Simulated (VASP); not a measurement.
# HfS2 (P-3m1) in VASP: notebook, part 2 of 2

VASP 6.6.1. The steps go on from the part before.

## 3. Single point, r2SCANh

POSCAR reads:

```
HfS2
1.0
    3.6302450468      0.0000000000      0.0000000000
   -1.8151225234      3.1438844325      0.0000000000
    0.0000000000      0.0000000000      5.8787062933
Hf S
1 2
Direct
    0.0000000000      0.0000000000      0.0000000000
    0.6666666667      0.3333333333      0.7553800778
    0.3333333333      0.6666666667      0.2446199222
```

INCAR.step1 reads:

```
SYSTEM = HfS2
PREC     = Accurate       ! precision mode
ENCUT    = 440            ! plane-wave cutoff, eV
EDIFF    = 1E-5           ! SCF threshold, eV
ISMEAR   = 0              ! smearing method
SIGMA    = 0.01           ! smearing width, eV
LREAL    = .False.        ! projectors in reciprocal space
LASPH    = .True.         ! aspherical terms in the spheres
NELM     = 120            ! most SCF steps
ALGO     = Normal         ! electronic algorithm
ISIF     = 2              ! what is computed and relaxed
LWAVE    = .True.         ! write WAVECAR
LCHARG   = .False.        ! write CHGCAR
NBANDS   = 18             ! bands
GGA      = PE             ! functional
GGA_COMPAT= .False.
```

INCAR.step2 reads:

```
SYSTEM = HfS2
PREC     = Accurate       ! precision mode
ENCUT    = 440            ! plane-wave cutoff, eV
EDIFF    = 1E-6           ! SCF threshold, eV
ISMEAR   = 0              ! smearing method
SIGMA    = 0.01           ! smearing width, eV
LREAL    = .False.        ! projectors in reciprocal space
LASPH    = .True.         ! aspherical terms in the spheres
NELM     = 120            ! most SCF steps
ALGO     = Normal         ! electronic algorithm
ISIF     = 2              ! what is computed and relaxed
LWAVE    = .False.        ! write WAVECAR
LCHARG   = .False.        ! write CHGCAR
METAGGA  = R2SCAN         ! meta-GGA
LHFCALC  = .True.         ! exact exchange
AEXX     = 0.1            ! exact-exchange fraction
LMIXTAU  = .True.       
PRECFOCK = Normal       
NBANDS   = 18             ! bands
ISTART   = 1            
GGA_COMPAT= .False.
```

KPOINTS reads:

```
Automatic mesh
0
Gamma
  6 6 4
  0 0 0
```

Potentials or basis: VASP PAW PBE potentials, release 64 (Hf_pv, S).

The run is started by

```
$ cat potpaw_PBE.64/Hf_pv/POTCAR potpaw_PBE.64/S/POTCAR > POTCAR
$ cp INCAR.step1 INCAR
$ mpirun -np 1 vasp_std > vasp.out
$ cp INCAR.step2 INCAR
$ mpirun -np 1 vasp_std > vasp.out
```

OUTCAR:

```text
SYSTEM = HfS2
   PREC = Accurate
   ENCUT = 440
   EDIFF = 1E-6
   ISMEAR = 0
   LREAL = .False.
   LASPH = .True.
   NELM = 120
   ISIF = 2
   METAGGA = R2SCAN
   LHFCALC = .True.
   AEXX = 0.1
   PRECFOCK = Normal
   ISTART = 1

 ion  position               nearest neighbor table
   1  0.000  0.000  0.000-   2 2.54   3 2.54   2 2.54   3 2.54   2 2.54   3 2.54
   2  0.667  0.333  0.755-   1 2.54   1 2.54   1 2.54
   3  0.333  0.667  0.245-   1 2.54   1 2.54   1 2.54

  LATTYP: Found a hexagonal cell.
 ALAT       =     3.6302450468
 C/A-ratio  =     1.6193690006

  Lattice vectors:

 A1 = (   3.6302450468,   0.0000000000,   0.0000000000)
 A2 = (  -1.8151225234,   3.1438844325,   0.0000000000)
 A3 = (   0.0000000000,   0.0000000000,   5.8787062933)

Analysis of symmetry for initial positions (statically):
=====================================================================
 Subroutine PRICEL returns:
 Original cell was already a primitive cell.

 Routine SETGRP: Setting up the symmetry group for a
 hexagonal supercell.

 Subroutine GETGRP returns: Found 12 space group operations
 (whereof 12 operations were pure point group operations)
 out of a pool of 24 trial point group operations.

The static configuration has the point symmetry D_3d.

Analysis of symmetry for dynamics (positions and initial velocities):
=====================================================================
 Subroutine PRICEL returns:
 Original cell was already a primitive cell.

 Routine SETGRP: Setting up the symmetry group for a
 hexagonal supercell.

 Subroutine GETGRP returns: Found 12 space group operations
 (whereof 12 operations were pure point group operations)
 out of a pool of 24 trial point group operations.

The dynamic configuration has the point symmetry D_3d.

 Subroutine INISYM returns: Found 12 space group operations
 (whereof 12 operations are pure point group operations),
 and found     1 'primitive' translations

[... 121 lines left out ...]
   LHFCALC =     T    Hartree Fock is set to
   PRECFOCK=normal    Normal, Fast or Accurate (Low or Medium for compatibility)
   ENCUT4O =  -1.0   cutoff for four orbital integrals eV
   NKREDX  =     1    reduce k-point grid by
   NKREDY  =     1    reduce k-point grid by
   NKREDZ  =     1    reduce k-point grid by
   AEXX    =    0.1000 exact exchange contribution
   HFSCREEN=    0.0000 screening length (either q_TF or 0.3 A-1)
   HFSCREENC=   0.0000 screening length for correlation (either q_TF or 0.3 A-1)
   ENCUTFOCK=  -1.0 apply spherical cutoff to Coloumb kernel
   IVDW    =     0    specifies the selected vdW correction
   LEPSILON=     F    determine dielectric tensor
   LRPA    =     F    only Hartree local field effects (RPA)
 non-spin polarized calculation
 Gauss-broadening in eV      SIGMA  =   0.01
  energy-cutoff  :      440.00
  volume of cell :       67.09
 maximum number of plane-waves:      1430
 NGX is ok and might be reduce to    28
  NGX = 20; NGY = 20; NGZ = 32

 number of electron      22.0000004 magnetization

 Free energy of the ion-electron system (eV)
  ---------------------------------------------------
  ext. energy  EPLUGINS =         0.00000000
  ---------------------------------------------------
  free energy    TOTEN  =       -64.86241976 eV

  energy without entropy =      -64.86241976  energy(sigma->0) =      -64.86241976

 E-fermi :   2.7848     XC(G=0):  -9.2808

 val. band max:        2.7361593581   @ k =   0.0000   0.0000   0.0000
 cond. band min:       4.6652029292   @ k =   0.5000  -0.0000   0.5000
 fundamental gap:      1.9290435711
 Fermi energy:         2.7848068107

 k-point     1 :       0.0000    0.0000    0.0000
  band No.  band energies     occupation
      1     -29.8950      2.00000
      2     -29.7720      2.00000
      3     -29.7720      2.00000
      4     -11.4561      2.00000
      5      -9.6097      2.00000
      6      -2.3559      2.00000
[... 481 lines left out ...]
      5      -9.7732      2.00000
      6      -1.2688      2.00000
[... 10 lines left out ...]
     17      12.1410      0.00000
     18      12.8963      0.00000

------------------------ aborting loop because EDIFF is reached ----------------------------------------

  FORCE on cell =-STRESS in cart. coord.  units (eV):
  Direction    XX          YY          ZZ          XY          YZ          ZX
  --------------------------------------------------------------------------------------
  -------------------------------------------------------------------------------------
  Total       -0.0690314     -0.0690314     -0.0707933      0.0000000      0.0000000      0.0000000
  in kB       -1.6484391     -1.6484391     -1.6905137      0.0000000      0.0000000      0.0000000
  external PRESSURE =      -1.6624640 kB  Pullay stress =       0.0000000 kB

 VOLUME and BASIS-vectors are now :
 -----------------------------------------------------------------------------
  energy-cutoff  :      440.00
  volume of cell :       67.09
      direct lattice vectors                 reciprocal lattice vectors
     3.630245047  0.000000000  0.000000000     0.275463498  0.159038925  0.000000000
    -1.815122523  3.143884433  0.000000000     0.000000000  0.318077850  0.000000000
     0.000000000  0.000000000  5.878706293     0.000000000  0.000000000  0.170105453

 POSITION                                       TOTAL-FORCE (eV/Angst)
 -----------------------------------------------------------------------------------
      0.00000      0.00000      0.00000        -0.000000      0.000000      0.000000
      1.81512      1.04796      4.44066        -0.000000      0.000000      0.193764
     -0.00000      2.09592      1.43805         0.000000     -0.000000     -0.193764
 -----------------------------------------------------------------------------------
    total drift:                               -0.000000      0.000000     -0.000003

  FREE ENERGIE OF THE ION-ELECTRON SYSTEM (eV)
  ---------------------------------------------------
  free  energy   TOTEN  =       -64.8624197598 eV

  energy  without entropy=      -64.8624197598  energy(sigma->0) =      -64.86241976
```

OUTCAR.step1:

```text
SYSTEM = HfS2
   PREC = Accurate
   ENCUT = 440
   EDIFF = 1E-5
   ISMEAR = 0
   LREAL = .False.
   LASPH = .True.
   NELM = 120
[... 726 lines left out ...]
      0.00000      0.00000      0.00000        -0.000000      0.000000      0.000000
      1.81512      1.04796      4.44066         0.000000     -0.000000     -0.046866
     -0.00000      2.09592      1.43805        -0.000000      0.000000      0.046866
 -----------------------------------------------------------------------------------
    total drift:                                0.000000     -0.000000     -0.000000

  FREE ENERGIE OF THE ION-ELECTRON SYSTEM (eV)
  ---------------------------------------------------
  free  energy   TOTEN  =       -22.8815699737 eV

  energy  without entropy=      -22.8815699737  energy(sigma->0) =      -22.88156997
```

OSZICAR.step1:

```text
N       E                     dE             d eps       ncg     rms          rms(c)
DAV:   1     0.823463546283E+02    0.82346E+02   -0.99105E+03   872   0.951E+02
DAV:   2    -0.199034751767E+02   -0.10225E+03   -0.99608E+02  1148   0.217E+02
DAV:   3    -0.246467628652E+02   -0.47433E+01   -0.47258E+01  1146   0.418E+01
DAV:   4    -0.247004083832E+02   -0.53646E-01   -0.53617E-01  1160   0.523E+00
DAV:   5    -0.247014842552E+02   -0.10759E-02   -0.10758E-02  1144   0.683E-01    0.494E+01
DAV:   6    -0.229792930101E+02    0.17222E+01   -0.42044E+00   940   0.998E+00    0.365E+01
DAV:   7    -0.229431450552E+02    0.36148E-01   -0.16167E+00  1008   0.717E+00    0.388E+00
DAV:   8    -0.228847498847E+02    0.58395E-01   -0.26434E-01   912   0.283E+00    0.175E+00
DAV:   9    -0.228813820982E+02    0.33678E-02   -0.27658E-02  1072   0.968E-01    0.721E-01
DAV:  10    -0.228815027128E+02   -0.12061E-03   -0.32797E-03   986   0.293E-01    0.421E-01
DAV:  11    -0.228815675888E+02   -0.64876E-04   -0.11562E-04  1150   0.744E-02    0.105E-01
DAV:  12    -0.228815699737E+02   -0.23849E-05   -0.21918E-05   842   0.257E-02
   1 F= -.22881570E+02 E0= -.22881570E+02  d E =-.380970E-83
```

It took 52 min on 1 thread of Intel Xeon Platinum 8559C (Emerald Rapids), shared host; peak memory 0.21 GiB.

Results:

```
Free energy            : -64.8624 eV
Pressure               : -0.2 GPa
Largest force          : 0.194 eV/Å
Band gap on the k mesh : 1.93 eV (least direct gap 2.85 eV)
```

Forces on the atoms (eV/Å):
```
Hf   0.000  0.000  0.000
S    0.000  0.000  0.194
S    0.000  0.000 -0.194
```

Caveat: the PAW data sets were made with another functional, which shifts forces and pressure a little; spin-orbit coupling is left out, which moves the levels of the heavy elements.
